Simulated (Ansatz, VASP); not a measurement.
Two plane-wave programs on Lu

```
CELL_PARAMETERS angstrom
5.50243 0.00000 0.00000
-2.75121 4.76524 0.00000
0.00000 0.00000 3.44574
ATOMIC_POSITIONS crystal
Lu 0.00000 0.00000 0.00000
Lu 0.33333 0.66667 0.50000
Lu 0.66667 0.33333 0.50000
```

Alike in both runs: functional revPBE; k mesh 7 × 7 × 9; occupations fermi-dirac, width 0.1 eV; no spin polarisation.

Ansatz relaxed the structure, and its values are those at the end. VASP's run is a single point on that final structure, the one shown.

|  | VASP | Ansatz |
| --- | --- | --- |
| version | VASP 6.6.1 | Ansatz 0.2.0 |
| potentials or method | VASP PAW PBE potentials, release 64 (Lu), cutoff 520 eV | plane waves (420 eV) with PAW, scalar-relativistic |
| valence electrons in the cell | 75 | 75 |

```tsv
	VASP	Ansatz	Ansatz less VASP
pressure (GPa)	0.1	0.0	-0.09
```

VASP's potentials were made for PBE, not for revPBE.

Spin-orbit coupling is off throughout.
